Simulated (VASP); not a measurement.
# W3C2 (P4/mmm) in VASP: relaxation of cell and atoms with PBE

Aim: the relaxation of cell and atoms of W3C2 with PBE.

All numbers are computed with VASP 6.6.1; they aren't measurements. Logs are shortened: lines on timing, memory, paths and dates and some standing lists are left out, and cuts for length are marked.

## (1) The cell of the first run

Symmetry: P4/mmm, No. 123, tetragonal system. The conventional cell has a = 3.960 Å, b = 3.960 Å, c = 4.995 Å, α = 90.00°, β = 90.00°, γ = 90.00°. W (site symmetry 4mm) has 4 C at 2.37 Å and 6 W at 2.39 to 3.09 Å within 3.1 Å. Within 2.6 Å of W (site symmetry 4/mmm) lie 4 C at 1.98 Å. Within 2.6 Å of C (site symmetry mmm) lie 6 W at 1.98 to 2.37 Å.

The cell was built from a structure type or drawn by symmetry, and may not be a known phase.

## (2) Relaxation of cell and atoms, PBE

INCAR reads:

```
SYSTEM = W3C2
PREC = Accurate ; ENCUT = 600
EDIFF = 1E-6 ; ISMEAR = 0
SIGMA = 0.1 ; LREAL = .FALSE.
LASPH = .TRUE. ; NELM = 80
ALGO = Normal ; ISIF = 3
LWAVE = .FALSE. ; LCHARG = .FALSE.
GGA = PE ; IBRION = 2
NSW = 100 ; EDIFFG = -0.01
```

KPOINTS reads:

```
regular mesh
0
G
  10 10 8
  0 0 0
```

POSCAR reads:

```
W3C2
1.0
    3.9596745434      0.0000000000      0.0000000000
    0.0000000000      3.9596745434      0.0000000000
    0.0000000000      0.0000000000      4.9947947877
W C
3 2
Direct
    0.5000000000      0.5000000000      0.2393802754
    0.5000000000      0.5000000000      0.7606197246
    0.0000000000      0.0000000000      0.5000000000
    0.0000000000      0.5000000000      0.5000000000
    0.5000000000      0.0000000000      0.5000000000
```

Potentials or basis: VASP PAW PBE potentials, release 64 (W_sv, C).

Run with:

```sh
$ cat potpaw_PBE.64/W_sv/POTCAR potpaw_PBE.64/C/POTCAR > POTCAR
$ mpirun -np 1 vasp_std > vasp.out
```

OUTCAR:

```text
SYSTEM = W3C2
   PREC = Accurate
   ENCUT = 600
   EDIFF = 1E-6
   ISMEAR = 0
   LREAL = .FALSE.
   LASPH = .TRUE.
   NELM = 80
   ISIF = 3
   GGA = PE
   IBRION = 2
   NSW = 100
   EDIFFG = -0.01

 ion  position               nearest neighbor table
   1  0.500  0.500  0.239-   4 2.37   5 2.37   5 2.37   4 2.37   2 2.39   2 2.60   3 3.09   3 3.09
                             3 3.09   3 3.09
   2  0.500  0.500  0.761-   4 2.37   5 2.37   5 2.37   4 2.37   1 2.39   1 2.60   3 3.09   3 3.09
                             3 3.09   3 3.09
   3  0.000  0.000  0.500-   4 1.98   5 1.98   4 1.98   5 1.98   1 3.09   2 3.09   1 3.09   1 3.09
                             2 3.09   2 3.09   1 3.09   2 3.09
   4  0.000  0.500  0.500-   3 1.98   3 1.98   1 2.37   2 2.37   1 2.37   2 2.37
   5  0.500  0.000  0.500-   3 1.98   3 1.98   1 2.37   1 2.37   2 2.37   2 2.37

  LATTYP: Found a simple tetragonal cell.
 ALAT       =     3.9596745434
 C/A-ratio  =     1.2614154858

  Lattice vectors:

 A1 = (   3.9596745434,   0.0000000000,   0.0000000000)
 A2 = (   0.0000000000,   3.9596745434,   0.0000000000)
 A3 = (   0.0000000000,   0.0000000000,   4.9947947877)

Analysis of symmetry for initial positions (statically):
=====================================================================
 Subroutine PRICEL returns:
 Original cell was already a primitive cell.

 Routine SETGRP: Setting up the symmetry group for a
 simple tetragonal supercell.

 Subroutine GETGRP returns: Found 16 space group operations
 (whereof 16 operations were pure point group operations)
 out of a pool of 16 trial point group operations.

The static configuration has the point symmetry D_4h.

Analysis of symmetry for dynamics (positions and initial velocities):
=====================================================================
 Subroutine PRICEL returns:
 Original cell was already a primitive cell.

 Routine SETGRP: Setting up the symmetry group for a
 simple tetragonal supercell.

 Subroutine GETGRP returns: Found 16 space group operations
 (whereof 16 operations were pure point group operations)
 out of a pool of 16 trial point group operations.

The dynamic configuration has the point symmetry D_4h.

 Subroutine INISYM returns: Found 16 space group operations
 (whereof 16 operations are pure point group operations),
 and found     1 'primitive' translations

----------------------------------------------------------------------------------------

                                     Primitive cell

  volume of cell :      78.3135
[... 100 lines left out ...]
   NFREE  =      1    steps in history (QN), initial steepest desc. (CG)
   ISIF   =      3    stress and relaxation
   ISYM   =      2    0-nonsym 1-usesym 2-fastsym
   POTIM  = 0.5000    time-step for ionic-motion
   TEBEG  =    0.0;   TEEND  =   0.0 temperature during run
   PSTRESS=    0.0 pullay stress
   NELECT =      50.0000    total number of electrons
   NUPDOWN=      -1.0000    fix difference up-down
   EMIN   =  10.00;   EMAX   =-10.00  energy-range for DOS
   EFERMI =   0.00;   METHOD = LEGACY
   ISMEAR =     0;   SIGMA  =   0.10  broadening in eV -4-tet -1-fermi 0-gaus
   EFERMI_NEDOS =   21; number of points for ismear=-14 and -15
   IALGO  =     38    algorithm
   IMIX   =      4    mixing-type and parameters
     AMIX     =   0.40;   BMIX     =  1.00
     AMIX_MAG =   1.60;   BMIX_MAG =  1.00
  volume/ion in A,a.u.               =      15.66       105.70
  Fermi-wavevector in a.u.,A,eV,Ry     =   1.409676  2.663901 27.037311  1.987186
  Thomas-Fermi vector in A             =   2.531708
   LORBIT       =      0    0 simple, 1 ext, 2 COOP (PROOUT), +10 PAW based schemes
   GGA     = PE    functional components
   LHFCALC =     F    Hartree Fock is set to
   AEXX    =    0.0000 exact exchange contribution
   IVDW    =     0    specifies the selected vdW correction
   LEPSILON=     F    determine dielectric tensor
   LRPA    =     F    only Hartree local field effects (RPA)
 conjugate gradient relaxation of ions
 non-spin polarized calculation
 Gauss-broadening in eV      SIGMA  =   0.10
  energy-cutoff  :      600.00
  volume of cell :       78.31
 maximum number of plane-waves:      2644
 NGX is ok and might be reduce to    32
   NGX = 15   NGY = 15   NGZ = 19

--------------------------------------- Ionic step        1  -------------------------------------------

 number of electron      50.0000005 magnetization

 Free energy of the ion-electron system (eV)
  ---------------------------------------------------
  ext. energy  EPLUGINS =         0.00000000
  ---------------------------------------------------
  free energy    TOTEN  =       -50.36621678 eV

  energy without entropy =      -50.35473465  energy(sigma->0) =      -50.36047571

------------------------ aborting loop because EDIFF is reached ----------------------------------------

  FORCE on cell =-STRESS in cart. coord.  units (eV):
  Direction    XX          YY          ZZ          XY          YZ          ZX
  --------------------------------------------------------------------------------------
  -------------------------------------------------------------------------------------
  Total       -0.0926159     -0.0926159     -0.2587279      0.0000000      0.0000000     -0.0000000
  in kB       -1.8947833     -1.8947833     -5.2931857      0.0000000      0.0000000     -0.0000000
  external PRESSURE =      -3.0275841 kB  Pullay stress =       0.0000000 kB
[... 143 lines left out ...]
--------------------------------------- Ionic step        5  -------------------------------------------

 number of electron      50.0000008 magnetization

 Free energy of the ion-electron system (eV)
  ---------------------------------------------------
  ext. energy  EPLUGINS =         0.00000000
  ---------------------------------------------------
  free energy    TOTEN  =       -50.37302960 eV

  energy without entropy =      -50.36140164  energy(sigma->0) =      -50.36721562

 E-fermi :   7.3326     XC(G=0): -11.6462

 val. band max:        7.3263909755   @ k =   0.1000   0.1000   0.3750
 cond. band min:       7.3356933636   @ k =   0.4000   0.0000   0.1250
 fundamental gap:      0.0093023881
 Fermi energy:         7.3326201991

 k-point     1 :       0.0000    0.0000    0.0000
  band No.  band energies     occupation
      1     -67.0842      2.00000
      2     -66.8970      2.00000
      3     -66.6003      2.00000
      4     -32.0809      2.00000
      5     -31.4696      2.00000
      6     -31.4696      2.00000
[... 781 lines left out ...]
     29       9.0756      0.00000
     30       9.7756      0.00000

 [... further k-points ...]
[... 5 lines left out ...]
  --------------------------------------------------------------------------------------
  -------------------------------------------------------------------------------------
  Total        0.0049290      0.0049290     -0.0016422      0.0000000      0.0000000      0.0000000
  in kB        0.1009146      0.1009146     -0.0336212      0.0000000      0.0000000      0.0000000
  external PRESSURE =       0.0560693 kB  Pullay stress =       0.0000000 kB
[... 20 lines left out ...]
  FREE ENERGIE OF THE ION-ELECTRON SYSTEM (eV)
  ---------------------------------------------------
  free  energy   TOTEN  =       -50.3730295952 eV

  energy  without entropy=      -50.3614016374  energy(sigma->0) =      -50.36721562

 reached required accuracy - stopping structural energy minimisation
```

OSZICAR:

```text
N       E                     dE             d eps       ncg     rms          rms(c)
DAV:   1     0.635185620342E+03    0.63519E+03   -0.32320E+04  6452   0.202E+03
[... 47 lines left out ...]
DAV:   1    -0.503752121312E+02   -0.24448E-02   -0.56574E-02  6928   0.244E+00    0.553E-01
DAV:   2    -0.503734188822E+02    0.17932E-02   -0.87360E-03  7512   0.680E-01    0.143E-01
DAV:   3    -0.503731883101E+02    0.23057E-03   -0.24915E-03  7958   0.377E-01    0.781E-02
DAV:   4    -0.503730345386E+02    0.15377E-03   -0.90928E-04  8096   0.252E-01    0.467E-02
DAV:   5    -0.503730254495E+02    0.90891E-05   -0.73617E-05  7428   0.747E-02    0.427E-02
DAV:   6    -0.503730297212E+02   -0.42717E-05   -0.18160E-05  7216   0.281E-02    0.589E-03
DAV:   7    -0.503730295952E+02    0.12601E-06   -0.30430E-06  5602   0.127E-02
   5 F= -.50373030E+02 E0= -.50367216E+02  d E =-.891465E-04
```

Wall time 4.8 min (1 thread of Intel Xeon 6975P-C (Granite Rapids), shared host); peak memory 0.37 GiB.

Results:

```yaml
Free_energy: -50.3730 eV
Relaxed_volume: 15.65 Å³/atom
Relaxed_cell: a = 3.960 Å, b = 3.960 Å, c = 4.990 Å, α = 90.00°, β = 90.00°, γ = 90.00°
Space_group_after_relaxing_to_0.1_Å: P4/mmm (No. 123)
Energy_gained_by_relaxing: 1.4 meV/atom
Ionic_steps: 5
Pressure_after_relaxing: 0.0 GPa
Band_gap_on_the_k_mesh: zero (bands 25 and 26 overlap by 0.62 eV)
```

Step by step:
```
step  energy change (eV)  largest force (eV/Å)  pressure (GPa)  volume (Å³)
   1              0.0000                0.5392           -0.30        78.31
   2              0.0030                0.6645            1.08        77.98
   3             -0.0067                0.0108            0.28        78.16
   4             -0.0066                0.0139           -0.46        78.43
   5             -0.0068                0.0012            0.01        78.26
```

Final structure:
```
CELL_PARAMETERS angstrom
3.95992 0.00000 0.00000
0.00000 3.95992 0.00000
0.00000 0.00000 4.99048
ATOMIC_POSITIONS crystal
W 0.50000 0.50000 0.24185
W 0.50000 0.50000 0.75815
W 0.00000 0.00000 0.50000
C 0.00000 0.50000 0.50000
C 0.50000 0.00000 0.50000
```

Caveat: spin-orbit coupling is left out, which moves the levels of the heavy elements.
